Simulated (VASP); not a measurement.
# Al7CuN8 in VASP: single point with PBEsol+U

Aim: the single point of Al7CuN8 with PBEsol+U.

Program: VASP 6.6.1. These are calculated values, not measurements. Logs are shortened: lines on timing, memory, paths and dates and some standing lists are left out, and cuts for length are marked.

### Step 1. The cell of the first run

The typed cell holds 16 atoms: a = 6.220 Å, b = 6.220 Å, c = 4.980 Å, α = 90.00°, β = 90.00°, γ = 120.00°.

### Step 2. Single point, PBEsol+U, collinear spin

The input, INCAR:

```
SYSTEM = Al7CuN8
ALGO = Normal
EDIFF = 1E-6
ENCUT = 520
GGA = PS
ISIF = 2
ISMEAR = 0
ISPIN = 2
LASPH = .TRUE.
LCHARG = .TRUE.
LDAU = .TRUE.
LDAUJ = 0 0 0
LDAUL = 2 -1 -1
LDAUPRINT = 1
LDAUTYPE = 2
LDAUU = 5 0 0
LELF = .TRUE.
LMAXMIX = 4
LORBIT = 11
LREAL = Auto
LVHAR = .TRUE.
LWAVE = .FALSE.
MAGMOM = 2 0 0 0 0 0 0 0 0 0 0 0 0 0 0 0
NBANDS = 54
NELM = 150
PREC = Accurate
SIGMA = 0.05
```

The input, KPOINTS:

```
k-points
0
G
  3 3 4
  0 0 0
```

The input, POSCAR:

```
Al7CuN8
1.0
    6.2200009000      0.0000000000      0.0000000000
   -3.1100004000      5.3866788000      0.0000000000
    0.0000000000      0.0000000000      4.9800000000
Cu Al N
1 7 8
Direct
    0.3339336140      0.1691495691     -0.0014966277
    0.3375098551      0.6709391959      0.0015040463
    0.8321998458      0.1656824480      0.0015409637
    0.8322065571      0.6709722919      0.0015024250
    0.1657365498      0.3374053634      0.4969759808
    0.1657392948      0.8327019957      0.4969692731
    0.6703959247      0.3374203785      0.4969384856
    0.6673029126      0.8358739215      0.5001740705
    0.3339428843      0.1691599136      0.3968970127
    0.3354426130      0.6699019125      0.3801732082
    0.8332337029      0.1677486867      0.3801841909
    0.8332352628      0.6699316431      0.3801551247
    0.1588060160      0.3443254492      0.8765318962
    0.1588040603      0.8188600278      0.8765268096
    0.6842410928      0.3443521204      0.8765265623
    0.6673168257      0.8358895652      0.8801674354
```

Potentials or basis: VASP PAW PBE potentials, release 64 (Cu, Al, N).

Launch:

```
> cat potpaw_PBE.64/Cu/POTCAR potpaw_PBE.64/Al/POTCAR potpaw_PBE.64/N/POTCAR > POTCAR
> mpirun -np 1 vasp_std > vasp.out
```

OUTCAR:

```text
SYSTEM = Al7CuN8
   EDIFF = 1E-6
   ENCUT = 520
   GGA = PS
   ISIF = 2
   ISMEAR = 0
   ISPIN = 2
   LASPH = .TRUE.
   LORBIT = 11
   LREAL = Auto
   NELM = 150
   PREC = Accurate

 ion  position               nearest neighbor table
   1  0.334  0.169  0.999-  14 1.98  13 1.98  15 1.98   9 1.98   7 3.07   6 3.07   5 3.07
   2  0.338  0.671  0.002-  13 1.87  14 1.87  16 1.88  10 1.89   6 3.05   5 3.05   8 3.05   8 3.06
                             4 3.08   3 3.08   5 3.09   6 3.09   3 3.14   4 3.14
   3  0.832  0.166  0.002-  13 1.87  15 1.87  16 1.88  11 1.89   7 3.05   5 3.05   8 3.05   8 3.06
                             4 3.08   2 3.08   5 3.09   7 3.09   2 3.14   4 3.14
   4  0.832  0.671  0.002-  14 1.87  15 1.87  16 1.88  12 1.89   7 3.05   6 3.05   8 3.05   8 3.06
                             2 3.08   3 3.08   6 3.09   7 3.09   3 3.14   2 3.14
   5  0.166  0.337  0.497-   9 1.88  10 1.88  11 1.88  13 1.89   3 3.05   2 3.05   1 3.07   6 3.08
                             7 3.08   2 3.09   3 3.09   8 3.11   8 3.11   7 3.14   6 3.14
   6  0.166  0.833  0.497-   9 1.88  10 1.88  12 1.88  14 1.89   2 3.05   4 3.05   1 3.07   5 3.08
                             7 3.08   4 3.09   2 3.09   8 3.11   8 3.11   7 3.14   5 3.14
   7  0.670  0.337  0.497-   9 1.88  11 1.88  12 1.88  15 1.89   3 3.05   4 3.05   1 3.07   6 3.08
                             5 3.08   4 3.09   3 3.09   8 3.11   8 3.11   5 3.14   6 3.14
   8  0.667  0.836  0.500-  10 1.88  11 1.88  12 1.88  16 1.89   3 3.05   2 3.05   4 3.05   2 3.06
                             4 3.06   3 3.06   6 3.11   5 3.11   7 3.11   7 3.11   5 3.11   6 3.11
   9  0.334  0.169  0.397-   7 1.88   5 1.88   6 1.88   1 1.98
  10  0.335  0.670  0.380-   5 1.88   6 1.88   8 1.88   2 1.89
  11  0.833  0.168  0.380-   7 1.88   5 1.88   8 1.88   3 1.89
  12  0.833  0.670  0.380-   7 1.88   6 1.88   8 1.88   4 1.89
  13  0.159  0.344  0.877-   2 1.87   3 1.87   5 1.89   1 1.98
  14  0.159  0.819  0.877-   4 1.87   2 1.87   6 1.89   1 1.98
  15  0.684  0.344  0.877-   4 1.87   3 1.87   7 1.89   1 1.98
  16  0.667  0.836  0.880-   3 1.88   4 1.88   2 1.88   8 1.89

  LATTYP: Found a hexagonal cell.
 ALAT       =     6.2200009000
 C/A-ratio  =     0.8006429710

  Lattice vectors:

 A1 = (   6.2200009000,   0.0000000000,   0.0000000000)
 A2 = (  -3.1100004000,   5.3866788000,   0.0000000000)
 A3 = (   0.0000000000,   0.0000000000,   4.9800000000)

Analysis of symmetry for initial positions (statically):
=====================================================================
 Subroutine PRICEL returns:
 Original cell was already a primitive cell.

 Routine SETGRP: Setting up the symmetry group for a
 hexagonal supercell.

 Subroutine GETGRP returns: Found  1 space group operations
 (whereof  1 operations were pure point group operations)
 out of a pool of 24 trial point group operations.

The static configuration has the point symmetry C_1 .

Analysis of symmetry for dynamics (positions and initial velocities):
=====================================================================
 Subroutine PRICEL returns:
 Original cell was already a primitive cell.

 Routine SETGRP: Setting up the symmetry group for a
 hexagonal supercell.

 Subroutine GETGRP returns: Found  1 space group operations
 (whereof  1 operations were pure point group operations)
 out of a pool of 24 trial point group operations.

The dynamic configuration has the point symmetry C_1 .

Analysis of structural, dynamic, and magnetic symmetry:
=====================================================================
 Subroutine PRICEL returns:
 Original cell was already a primitive cell.

 Routine SETGRP: Setting up the symmetry group for a
 hexagonal supercell.

 Subroutine GETGRP returns: Found  1 space group operations
 (whereof  1 operations were pure point group operations)
 out of a pool of 24 trial point group operations.

The overall configuration has the point symmetry C_1 .

 Subroutine INISYM returns: Found  1 space group operations
 (whereof  1 operations are pure point group operations),
 and found     1 'primitive' translations

----------------------------------------------------------------------------------------

                                     Primitive cell

  volume of cell :     166.8556

  direct lattice vectors                    reciprocal lattice vectors
     6.220000900  0.000000000  0.000000000     0.160771681  0.092821572  0.000000000
    -3.110000400  5.386678800  0.000000000     0.000000000  0.185643146  0.000000000
     0.000000000  0.000000000  4.980000000     0.000000000  0.000000000  0.200803213

  length of vectors
     6.220000900  6.220000883  4.980000000     0.185643146  0.185643146  0.200803213

  position of ions in fractional coordinates (direct lattice)
[... 121 lines left out ...]
     AMIX_MAG =   1.60;   BMIX_MAG =  1.00
  volume/ion in A,a.u.               =      10.43        70.37
  Fermi-wavevector in a.u.,A,eV,Ry     =   1.237102  2.337783 20.822634  1.530420
  Thomas-Fermi vector in A             =   2.371683
   LORBIT       =     11    0 simple, 1 ext, 2 COOP (PROOUT), +10 PAW based schemes
 LDA+U is selected, type is set to LDAUTYPE =  2
   angular momentum for each species LDAUL =     2   -1   -1
   U (eV)           for each species LDAUU =   5.0  0.0  0.0
   J (eV)           for each species LDAUJ =   0.0  0.0  0.0
   GGA     = PS    functional components
   LHFCALC =     F    Hartree Fock is set to
   AEXX    =    0.0000 exact exchange contribution
   IVDW    =     0    specifies the selected vdW correction
   LEPSILON=     F    determine dielectric tensor
   LRPA    =     F    only Hartree local field effects (RPA)
 spin polarized calculation
 Gauss-broadening in eV      SIGMA  =   0.05
  energy-cutoff  :      520.00
  volume of cell :      166.86
 maximum number of plane-waves:      4554
 NGX is ok and might be reduce to    48
   NGX = 23   NGY = 23   NGZ = 19

atom =   1  type =  1  l = 2

 onsite density matrix

spin component  1

  0.9776  0.0000  0.0000 -0.0032 -0.0000
  0.0000  0.9745  0.0000 -0.0000 -0.0032
  0.0000  0.0000  0.9880 -0.0000  0.0000
 -0.0032 -0.0000 -0.0000  0.9745  0.0000
 -0.0000 -0.0032  0.0000  0.0000  0.9776

spin component  2

  0.8980  0.0000  0.0000  0.0450 -0.0000
  0.0000  0.9426 -0.0000 -0.0000  0.0450
  0.0000 -0.0000  0.6371 -0.0000 -0.0001
  0.0450 -0.0000 -0.0000  0.9426 -0.0000
 -0.0000  0.0450 -0.0001 -0.0000  0.8981

 occupancies and eigenvectors

  o =  0.6371  v =  0.0000  0.0000  0.0000  0.0000  0.0000  0.0000  0.0000 -1.0000 -0.0000 -0.0002      0.0000  0.0000  0.0000  0.0000  0.0000  0.0000  0.0000  0.0000  0.0000  0.0000
  o =  0.8700  v =  0.0000  0.0000  0.0000  0.0000  0.0000  0.8496 -0.0129  0.0000 -0.5269  0.0205      0.0000  0.0000  0.0000  0.0000  0.0000  0.0000  0.0000  0.0000  0.0000  0.0000
  o =  0.8701  v =  0.0000  0.0000  0.0000  0.0000  0.0000  0.0205  0.5272  0.0002 -0.0128 -0.8494      0.0000  0.0000  0.0000  0.0000  0.0000  0.0000  0.0000  0.0000  0.0000  0.0000
  o =  0.9706  v =  0.0000  0.0000  0.0000  0.0000  0.0000 -0.5205  0.1334 -0.0000 -0.8393  0.0829      0.0000  0.0000  0.0000  0.0000  0.0000  0.0000  0.0000  0.0000  0.0000  0.0000
  o =  0.9706  v =  0.0000  0.0000  0.0000  0.0000  0.0000 -0.0829 -0.8391  0.0001 -0.1334 -0.5208      0.0000  0.0000  0.0000  0.0000  0.0000  0.0000  0.0000  0.0000  0.0000  0.0000
  o =  0.9726  v = -0.5296 -0.0370  0.0000 -0.8471 -0.0231  0.0000  0.0000  0.0000  0.0000  0.0000      0.0000  0.0000  0.0000  0.0000  0.0000  0.0000  0.0000  0.0000  0.0000  0.0000
  o =  0.9726  v = -0.0231  0.8469 -0.0001 -0.0370  0.5300  0.0000  0.0000  0.0000  0.0000  0.0000      0.0000  0.0000  0.0000  0.0000  0.0000  0.0000  0.0000  0.0000  0.0000  0.0000
  o =  0.9796  v =  0.3521 -0.4826 -0.0004 -0.2201  0.7712  0.0000  0.0000  0.0000  0.0000  0.0000      0.0000  0.0000  0.0000  0.0000  0.0000  0.0000  0.0000  0.0000  0.0000  0.0000
  o =  0.9796  v =  0.7714  0.2202  0.0000 -0.4822 -0.3520  0.0000  0.0000  0.0000  0.0000  0.0000      0.0000  0.0000  0.0000  0.0000  0.0000  0.0000  0.0000  0.0000  0.0000  0.0000
  o =  0.9880  v = -0.0001  0.0001 -1.0000  0.0001 -0.0004  0.0000  0.0000  0.0000  0.0000  0.0000      0.0000  0.0000  0.0000  0.0000  0.0000  0.0000  0.0000  0.0000  0.0000  0.0000

 number of electron      71.9999993 magnetization       1.9914973

 Free energy of the ion-electron system (eV)
  ---------------------------------------------------
  ext. energy  EPLUGINS =         0.00000000
  ---------------------------------------------------
  free energy    TOTEN  =      -117.74407974 eV

  energy without entropy =     -117.74222450  energy(sigma->0) =     -117.74315212

 E-fermi :   6.3229     XC(G=0): -11.2198

 val. band max:        6.3193610556   @ k =   0.3333   0.3333   0.2500
 cond. band min:       6.4789757570   @ k =   0.3333   0.3333   0.0000
 fundamental gap:      0.1596147014
 Fermi energy:         6.3229465381

 spin component 1

 k-point     1 :       0.0000    0.0000    0.0000
  band No.  band energies     occupation
      1      -9.4138      1.00000
      2      -7.5160      1.00000
      3      -7.5006      1.00000
      4      -7.5004      1.00000
      5      -7.2949      1.00000
      6      -6.8820      1.00000
[... 958 lines left out ...]
     47      14.0837      0.00000
     48      15.1493      0.00000
 Fermi energy:         6.3229465381

 spin component 2

 k-point     1 :       0.0000    0.0000    0.0000
  band No.  band energies     occupation
      1      -9.2642      1.00000
      2      -7.3246      1.00000
      3      -7.3244      1.00000
      4      -7.2894      1.00000
      5      -7.0446      1.00000
      6      -6.6634      1.00000
[... 958 lines left out ...]
     47      14.1738      0.00000
     48      15.1987      0.00000
 [bands above 48 left out]

------------------------ aborting loop because EDIFF is reached ----------------------------------------

  FORCE on cell =-STRESS in cart. coord.  units (eV):
  Direction    XX          YY          ZZ          XY          YZ          ZX
  --------------------------------------------------------------------------------------
  -------------------------------------------------------------------------------------
  Total        3.0985384      3.0976669      1.9811643      0.0036536      0.0006276     -0.0033499
  in kB       29.7527143     29.7443465     19.0234909      0.0350826      0.0060266     -0.0321665
  external PRESSURE =      26.1735172 kB  Pullay stress =       0.0000000 kB

 VOLUME and BASIS-vectors are now :
 -----------------------------------------------------------------------------
  energy-cutoff  :      520.00
  volume of cell :      166.86
      direct lattice vectors                 reciprocal lattice vectors
     6.220000900  0.000000000  0.000000000     0.160771681  0.092821572  0.000000000
    -3.110000400  5.386678800  0.000000000     0.000000000  0.185643146  0.000000000
     0.000000000  0.000000000  4.980000000     0.000000000  0.000000000  0.200803213

 POSITION                                       TOTAL-FORCE (eV/Angst)
 -----------------------------------------------------------------------------------
      1.55101      0.91115      4.97255         0.000084      0.001645      0.051078
      0.01269      3.61413      0.00749        -0.023246     -0.012307     -0.002276
      4.66101      0.89248      0.00767        -0.001630      0.024394     -0.004522
      3.08960      3.61431      0.00748         0.019861     -0.012560     -0.003154
     -0.01845      1.81749      2.47494         0.012508     -0.005967      0.008961
     -1.55880      4.48550      2.47491        -0.002293      0.012492      0.006958
[... 8 lines left out ...]
      3.18504      1.85491      4.36510        -0.279314     -0.163245      0.105499
      1.55109      4.50267      4.38323        -0.000431     -0.001205      0.010072
 -----------------------------------------------------------------------------------
    total drift:                               -0.005228      0.003310      0.007289

  FREE ENERGIE OF THE ION-ELECTRON SYSTEM (eV)
  ---------------------------------------------------
  free  energy   TOTEN  =      -117.7440797369 eV

  energy  without entropy=     -117.7422245008  energy(sigma->0) =     -117.74315212

 total charge

# of ion       s       p       d       tot
------------------------------------------
    1        0.433   0.465   9.188  10.086
    2        0.375   0.456   0.000   0.830
    3        0.375   0.456   0.000   0.830
    4        0.375   0.456   0.000   0.830
    5        0.371   0.447   0.000   0.819
    6        0.371   0.447   0.000   0.819
[... 8 lines left out ...]
   15        1.233   2.550   0.000   3.783
   16        1.219   2.641   0.000   3.859
--------------------------------------------------
tot         12.845  24.367   9.188  46.401

 magnetization (x)

# of ion       s       p       d       tot
------------------------------------------
    1       -0.006   0.075   0.574   0.643
    2       -0.001   0.000   0.000  -0.001
    3       -0.001   0.000   0.000  -0.001
    4       -0.001   0.000   0.000  -0.001
    5       -0.001   0.001   0.000   0.000
    6       -0.001   0.001   0.000   0.000
[... 8 lines left out ...]
   15        0.007   0.224   0.000   0.231
   16       -0.000   0.006   0.000   0.006
--------------------------------------------------
tot          0.018   1.006   0.574   1.598
```

Wall time 10 min (1 thread of Intel Xeon Platinum 8488C (Sapphire Rapids), shared host); peak memory 0.48 GiB.

What came out:

| Quantity | Value |
| --- | --- |
| Free energy | -117.7441 eV |
| Pressure | 2.6 GPa |
| Largest force | 0.372 eV/Å |
| Band gap on the k mesh | zero (filled and empty bands overlap) |
| Net moment | 1.99 μB per cell |
| Site moments | Cu +0.64; Al -0.00, +0.00 (each value once); N +0.23, +0.01 (each value once) μB |
| Valence electrons inside the program's atomic spheres | Cu 10.09; Al 0.83, 0.82 (each value once); N 3.78, 3.85, 3.86 (each value once) |

Forces in eV/Å, atoms in the order of the input:
```
Cu   0.000  0.002  0.051
Al  -0.023 -0.012 -0.002
Al  -0.002  0.024 -0.005
Al   0.020 -0.013 -0.003
Al   0.013 -0.006  0.009
Al  -0.002  0.012  0.007
Al  -0.010 -0.004  0.012
Al   0.001  0.000 -0.006
N    0.000  0.000 -0.372
N    0.004  0.003 -0.007
N    0.000 -0.006 -0.007
N   -0.004  0.002 -0.005
N    0.282 -0.162  0.106
N    0.002  0.324  0.106
N   -0.279 -0.163  0.105
N    0.000 -0.001  0.010
```

Eigenvalues of the final occupation matrices:
| site | spin | trace | eigenvalues |
| --- | --- | --- | --- |
| site 1 d | 1 | 4.89 | 0.97 0.97 0.98 0.98 0.99 |
| site 1 d | 2 | 4.32 | 0.64 0.87 0.87 0.97 0.97 |

Caveat: the k points lie up to 0.39 Å⁻¹ apart, too coarse for converged energies and pressures of a metal; the PAW data sets were made with another functional, which shifts forces and pressure a little; a cell with one magnetic atom can't hold antiferromagnetic order, which such compounds often take.

The gap in the log of VASP goes by the Fermi energy; the results here count the filled bands.